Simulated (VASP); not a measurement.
# MgO (Pm-3m) in VASP: a series of runs

The runs below take MgO through single point, with PBE.

All numbers are computed with VASP 6.6.1; they aren't measurements. Logs are shortened: lines on timing, memory, paths and dates and some standing lists are left out, and cuts for length are marked.

### Step 1. The cell of the first run

The structure is cubic, space group Pm-3m (No. 221). Conventional cell: a = 2.470 Å, b = 2.470 Å, c = 2.470 Å, α = 90.00°, β = 90.00°, γ = 90.00°. Mg (site symmetry m-3m) has 8 O at 2.14 Å and 6 Mg at 2.47 Å within 2.8 Å. Within 2.8 Å of O (site symmetry m-3m) lie 8 Mg at 2.14 Å and 6 O at 2.47 Å.

### Step 2. Single point, PBE (volume scaled by 0.800)

The input, INCAR:

```
  ALGO = Normal
  EDIFF = 1E-6
  ENCUT = 520
  GGA = PE
  ISIF = 2
  ISMEAR = 0
  LASPH = True
  LCHARG = False
  LREAL = False
  LWAVE = False
  NBANDS = 11
  NELM = 80
  PREC = Accurate
  SIGMA = 0.05
```

The input, KPOINTS:

```
k-points
0
Gamma
  14 14 14
```

The input, POSCAR:

```
MgO
1.0
    2.4698516559      0.0000000000      0.0000000000
    0.0000000000      2.4698516559      0.0000000000
    0.0000000000      0.0000000000      2.4698516559
Mg O
1 1
Direct
    0.0000000000      0.0000000000      0.0000000000
    0.5000000000      0.5000000000      0.5000000000
```

Potentials or basis: VASP PAW PBE potentials, release 64 (Mg, O).

Command:

```bash
> cat potpaw_PBE.64/Mg/POTCAR potpaw_PBE.64/O/POTCAR > POTCAR
> mpirun -np 1 vasp_std > vasp.out
```

OUTCAR:

```text
EDIFF = 1E-6
   ENCUT = 520
   GGA = PE
   ISIF = 2
   ISMEAR = 0
   LASPH = True
   LREAL = False
   NELM = 80
   PREC = Accurate

 ion  position               nearest neighbor table
   1  0.000  0.000  0.000-   2 2.14   2 2.14   2 2.14   2 2.14   2 2.14   2 2.14   2 2.14   2 2.14

   2  0.500  0.500  0.500-   1 2.14   1 2.14   1 2.14   1 2.14   1 2.14   1 2.14   1 2.14   1 2.14

  LATTYP: Found a simple cubic cell.
 ALAT       =     2.4698516559

  Lattice vectors:

 A1 = (   2.4698516559,   0.0000000000,   0.0000000000)
 A2 = (   0.0000000000,   2.4698516559,   0.0000000000)
 A3 = (   0.0000000000,   0.0000000000,   2.4698516559)

Analysis of symmetry for initial positions (statically):
=====================================================================
 Subroutine PRICEL returns:
 Original cell was already a primitive cell.

 Routine SETGRP: Setting up the symmetry group for a
 simple cubic supercell.

 Subroutine GETGRP returns: Found 48 space group operations
 (whereof 48 operations were pure point group operations)
 out of a pool of 48 trial point group operations.

The static configuration has the point symmetry O_h .

Analysis of symmetry for dynamics (positions and initial velocities):
=====================================================================
 Subroutine PRICEL returns:
 Original cell was already a primitive cell.

 Routine SETGRP: Setting up the symmetry group for a
 simple cubic supercell.

 Subroutine GETGRP returns: Found 48 space group operations
 (whereof 48 operations were pure point group operations)
 out of a pool of 48 trial point group operations.

The dynamic configuration has the point symmetry O_h .

 Subroutine INISYM returns: Found 48 space group operations
 (whereof 48 operations are pure point group operations),
 and found     1 'primitive' translations

----------------------------------------------------------------------------------------

                                     Primitive cell

  volume of cell :      15.0665

  direct lattice vectors                    reciprocal lattice vectors
     2.469851656  0.000000000  0.000000000     0.404882616  0.000000000  0.000000000
     0.000000000  2.469851656  0.000000000     0.000000000  0.404882616  0.000000000
     0.000000000  0.000000000  2.469851656     0.000000000  0.000000000  0.404882616

  length of vectors
     2.469851656  2.469851656  2.469851656     0.404882616  0.404882616  0.404882616

  position of ions in fractional coordinates (direct lattice)
     0.000000000  0.000000000  0.000000000
     0.500000000  0.500000000  0.500000000

  ion indices of the primitive-cell ions
   primitive index   ion index
                 1           1
                 2           2

----------------------------------------------------------------------------------------

 KPOINTS: k-points

Automatic generation of k-mesh.
 Grid dimensions read from file:
 generate k-points for:   14   14   14

 Generating k-lattice:

  Cartesian coordinates                     Fractional coordinates (reciprocal lattice)
     0.028920187  0.000000000  0.000000000     0.071428571  0.000000000  0.000000000
     0.000000000  0.028920187  0.000000000     0.000000000  0.071428571  0.000000000
     0.000000000  0.000000000  0.028920187     0.000000000  0.000000000  0.071428571

  Length of vectors
     0.028920187  0.028920187  0.028920187

  Shift w.r.t. Gamma in fractional coordinates (k-lattice)
     0.000000000  0.000000000  0.000000000

 Subroutine IBZKPT returns following result:
 ===========================================

 Found    120 irreducible k-points:

 Following reciprocal coordinates:
            Coordinates               Weight
  0.000000  0.000000  0.000000      1.000000
  0.071429  0.000000  0.000000      6.000000
  0.142857  0.000000  0.000000      6.000000
  0.214286  0.000000  0.000000      6.000000
  0.285714  0.000000  0.000000      6.000000
  0.357143  0.000000  0.000000      6.000000
[... 16 lines left out ...]
  0.285714  0.214286  0.000000     24.000000
  0.357143  0.214286  0.000000     24.000000
 [... further k-points ...]
   k-points           NKPTS =    120   k-points in BZ     NKDIM =    120   number of bands    NBANDS=     11
   number of dos      NEDOS =    301   number of ions     NIONS =      2
   total plane-waves  NPLWV =   5832
   dimension x,y,z NGX =    18 NGY =   18 NGZ =   18
   dimension x,y,z NGXF=    36 NGYF=   36 NGZF=   36
   ions per type =               1   1
   NGX,Y,Z   is equivalent  to a cutoff of  12.12, 12.12, 12.12 a.u.
   NGXF,Y,Z  is equivalent  to a cutoff of  24.23, 24.23, 24.23 a.u.
 SYSTEM =  unknown system
   PREC   = accura    normal or accurate (medium, high low for compatibility)
   ISTART =      0    job   : 0-new  1-cont  2-samecut
   ICHARG =      2    charge: 1-file 2-atom 10-const
   ISPIN  =      1    spin polarized calculation?
   LNONCOLLINEAR =      F non collinear calculations
   LSORBIT =      F    spin-orbit coupling
   LASPH  =      T    aspherical Exc in radial PAW
   ENCUT  =  520.0 eV  38.22 Ry    6.18 a.u.   4.59  4.59  4.59*2*pi/ulx,y,z
   NELM   =     80;   NELMIN=  2; NELMDL= -5     # of ELM steps
   EDIFF  = 0.1E-05   stopping-criterion for ELM
   LREAL  =      F    real-space projection
   EDIFFG = 0.1E-04   stopping-criterion for IOM
   NSW    =      0    number of steps for IOM
   IBRION =     -1    ionic relax: 0-MD 1-quasi-New 2-CG
   NFREE  =      0    steps in history (QN), initial steepest desc. (CG)
   ISIF   =      2    stress and relaxation
   ISYM   =      2    0-nonsym 1-usesym 2-fastsym
   POTIM  = 0.5000    time-step for ionic-motion
   TEBEG  =    0.0;   TEEND  =   0.0 temperature during run
   PSTRESS=    0.0 pullay stress
   NELECT =       8.0000    total number of electrons
   NUPDOWN=      -1.0000    fix difference up-down
   EMIN   =  10.00;   EMAX   =-10.00  energy-range for DOS
   EFERMI =   0.00;   METHOD = LEGACY
   ISMEAR =     0;   SIGMA  =   0.05  broadening in eV -4-tet -1-fermi 0-gaus
   EFERMI_NEDOS =   21; number of points for ismear=-14 and -15
   IALGO  =     38    algorithm
   IMIX   =      4    mixing-type and parameters
     AMIX     =   0.40;   BMIX     =  1.00
     AMIX_MAG =   1.60;   BMIX_MAG =  1.00
  volume/ion in A,a.u.               =       7.53        50.84
  Fermi-wavevector in a.u.,A,eV,Ry     =   1.325666  2.505145 23.910730  1.757389
  Thomas-Fermi vector in A             =   2.455110
   LORBIT       =      0    0 simple, 1 ext, 2 COOP (PROOUT), +10 PAW based schemes
   GGA     = PE    functional components
   LHFCALC =     F    Hartree Fock is set to
   AEXX    =    0.0000 exact exchange contribution
   IVDW    =     0    specifies the selected vdW correction
   LEPSILON=     F    determine dielectric tensor
   LRPA    =     F    only Hartree local field effects (RPA)
 non-spin polarized calculation
 Gauss-broadening in eV      SIGMA  =   0.05
  energy-cutoff  :      520.00
  volume of cell :       15.07
 maximum number of plane-waves:       437
   NGX =  9   NGY =  9   NGZ =  9

 number of electron       7.9999996 magnetization

 Free energy of the ion-electron system (eV)
  ---------------------------------------------------
  ext. energy  EPLUGINS =         0.00000000
  ---------------------------------------------------
  free energy    TOTEN  =        -9.94300396 eV

  energy without entropy =       -9.94300396  energy(sigma->0) =       -9.94300396

 E-fermi :   7.3046     XC(G=0): -12.2567

 val. band max:        6.9680000456   @ k =   0.5000   0.5000   0.0000
 cond. band min:      11.5220855820   @ k =   0.0000   0.0000   0.0000
 fundamental gap:      4.5540855364
 Fermi energy:         7.3046469951

 k-point     1 :       0.0000    0.0000    0.0000
  band No.  band energies     occupation
      1     -13.0131      2.00000
      2       5.7281      2.00000
      3       5.7281      2.00000
      4       5.7281      2.00000
      5      11.5221      0.00000
      6      17.7257      0.00000
      7      17.7257      0.00000
      8      30.6595      0.00000
      9      30.6595      0.00000
     10      30.6595      0.00000
     11      37.1387      0.00000

 k-point     2 :       0.0714    0.0000    0.0000
  band No.  band energies     occupation
      1     -12.9445      2.00000
      2       5.2317      2.00000
      3       5.7516      2.00000
      4       5.7516      2.00000
      5      11.8325      0.00000
      6      17.8478      0.00000
      7      17.9644      0.00000
      8      30.5178      0.00000
      9      30.5178      0.00000
     10      30.7056      0.00000
     11      36.5560      0.00000

 k-point     3 :       0.1429    0.0000    0.0000
  band No.  band energies     occupation
      1     -12.7468      2.00000
      2       4.0600      2.00000
      3       5.8182      2.00000
      4       5.8182      2.00000
      5      12.5161      0.00000
      6      18.2130      0.00000
      7      18.5422      0.00000
      8      30.0867      0.00000
      9      30.0867      0.00000
     10      30.9435      0.00000
     11      35.4734      0.00000

 k-point     4 :       0.2143    0.0000    0.0000
  band No.  band energies     occupation
      1     -12.4415      2.00000
      2       2.6663      2.00000
      3       5.9164      2.00000
      4       5.9164      2.00000
      5      13.2963      0.00000
      6      18.8180      0.00000
      7      19.1136      0.00000
      8      29.4085      0.00000
      9      29.4085      0.00000
     10      31.6250      0.00000
     11      33.1353      0.00000
[... 239 lines left out ...]
 k-point    22 :       0.2143    0.2143    0.0000
  band No.  band energies     occupation
      1     -11.9176      2.00000
      2       2.7855      2.00000
      3       3.5102      2.00000
      4       6.1349      2.00000
      5      14.8421      0.00000
      6      18.7527      0.00000
      7      20.0697      0.00000
      8      27.3816      0.00000
      9      29.1831      0.00000
     10      30.2454      0.00000
     11      31.6074      0.00000

 k-point    23 :       0.2857    0.2143    0.0000
  band No.  band energies     occupation
      1     -11.5785      2.00000
      2       1.8106      2.00000
      3       3.5131      2.00000
      4       6.2653      2.00000
      5      15.4947      0.00000
      6      18.3947      0.00000
      7      20.4450      0.00000
      8      26.8744      0.00000
      9      28.7226      0.00000
     10      29.9709      0.00000
     11      30.9443      0.00000

 k-point    24 :       0.3571    0.2143    0.0000
  band No.  band energies     occupation
      1     -11.2405      2.00000
      2       0.8012      2.00000
      3       3.7455      2.00000
      4       6.3865      2.00000
      5      16.0360      0.00000
      6      17.9648      0.00000
      7      20.7161      0.00000
      8      26.2240      0.00000
      9      28.1018      0.00000
     10      30.4058      0.00000
     11      30.7189      0.00000

 [... further k-points ...]

------------------------ aborting loop because EDIFF is reached ----------------------------------------

  FORCE on cell =-STRESS in cart. coord.  units (eV):
  Direction    XX          YY          ZZ          XY          YZ          ZX
  --------------------------------------------------------------------------------------
  -------------------------------------------------------------------------------------
  Total        4.5001132      4.5001132      4.5001132     -0.0000000      0.0000000     -0.0000000
  in kB      478.5434901    478.5434901    478.5434901     -0.0000000      0.0000000     -0.0000000
  external PRESSURE =     478.5434901 kB  Pullay stress =       0.0000000 kB

 VOLUME and BASIS-vectors are now :
 -----------------------------------------------------------------------------
  energy-cutoff  :      520.00
  volume of cell :       15.07
      direct lattice vectors                 reciprocal lattice vectors
     2.469851656  0.000000000  0.000000000     0.404882616  0.000000000  0.000000000
     0.000000000  2.469851656  0.000000000     0.000000000  0.404882616  0.000000000
     0.000000000  0.000000000  2.469851656     0.000000000  0.000000000  0.404882616

 POSITION                                       TOTAL-FORCE (eV/Angst)
 -----------------------------------------------------------------------------------
      0.00000      0.00000      0.00000         0.000000      0.000000      0.000000
      1.23493      1.23493      1.23493         0.000000      0.000000      0.000000
 -----------------------------------------------------------------------------------
    total drift:                                0.000000     -0.000000      0.000000

  FREE ENERGIE OF THE ION-ELECTRON SYSTEM (eV)
  ---------------------------------------------------
  free  energy   TOTEN  =        -9.9430039615 eV

  energy  without entropy=       -9.9430039615  energy(sigma->0) =       -9.94300396
```

Run time: 5.5 s. Hardware: 1 thread of Intel Xeon 6975P-C (Granite Rapids), shared host; peak memory 0.13 GiB.

What came out:

```yaml
Free_energy: -9.9430 eV
Pressure: 47.9 GPa
Band_gap_on_the_k_mesh: 4.55 eV, indirect (least direct gap 5.67 eV)
```

Levels at points of the mesh, in eV from the valence-band top:
```
           k point  band 1  band 2  band 3  band 4  band 5  band 6  band 7  band 8  band 9
(0.00, 0.00, 0.00)  -19.98   -1.24   -1.24   -1.24    4.55   10.76   10.76   23.69   23.69
(0.50, 0.00, 0.00)  -18.26   -7.78   -0.74   -0.74    8.86   11.68   15.59   18.45   20.31
(0.50, 0.50, 0.00)  -17.08   -5.74   -5.74    0.00    5.67   14.42   14.42   14.99   20.82
(0.50, 0.50, 0.50)  -15.82   -4.63   -4.63   -4.63    8.37    8.37    8.37   20.12   21.47
```

### Step 3. Single point, PBE (volume scaled by 0.840)

The input, INCAR:

```
SYSTEM = MgO
  ALGO = Normal
  EDIFF = 1E-6
  ENCUT = 520
  GGA = PE
  ISIF = 2
  ISMEAR = 0
  LASPH = .True.
  LCHARG = .False.
  LREAL = .False.
  LWAVE = .False.
  NBANDS = 11
  NELM = 60
  PREC = Accurate
  SIGMA = 0.05
```

The input, KPOINTS:

```
k-points
0
Gamma
  14 14 14
  0 0 0
```

The input, POSCAR:

```
MgO
1.0
    2.5103482250      0.0000000000      0.0000000000
    0.0000000000      2.5103482250      0.0000000000
    0.0000000000      0.0000000000      2.5103482250
Mg O
1 1
Direct
    0.0000000000      0.0000000000      0.0000000000
    0.5000000000      0.5000000000      0.5000000000
```

Potentials or basis: VASP PAW PBE potentials, release 64 (Mg, O).

Command:

```bash
> cat potpaw_PBE.64/Mg/POTCAR potpaw_PBE.64/O/POTCAR > POTCAR
> mpirun -np 1 vasp_std > vasp.out
```

Run time: 6.5 s. Hardware: 1 thread of Intel Xeon 6975P-C (Granite Rapids), shared host; peak memory 0.14 GiB.

Results (log left out):

```
Free energy            : -10.1344 eV
Pressure               : 33.5 GPa
Band gap on the k mesh : 3.98 eV, indirect (least direct gap 5.16 eV)
```

Levels at points of the mesh, in eV from the valence-band top:
```tsv
k point	band 1	band 2	band 3	band 4	band 5	band 6	band 7	band 8
(0.00, 0.00, 0.00)	-19.58	-1.18	-1.18	-1.18	3.98	10.69	10.69	22.78
(0.50, 0.00, 0.00)	-18.00	-7.43	-0.69	-0.69	8.35	11.08	15.33	18.20
(0.50, 0.50, 0.00)	-16.89	-5.46	-5.46	0.00	5.49	13.82	13.82	14.55
(0.50, 0.50, 0.50)	-15.76	-4.35	-4.35	-4.35	8.14	8.14	8.14	19.09
```

 A k mesh can miss the band edges.
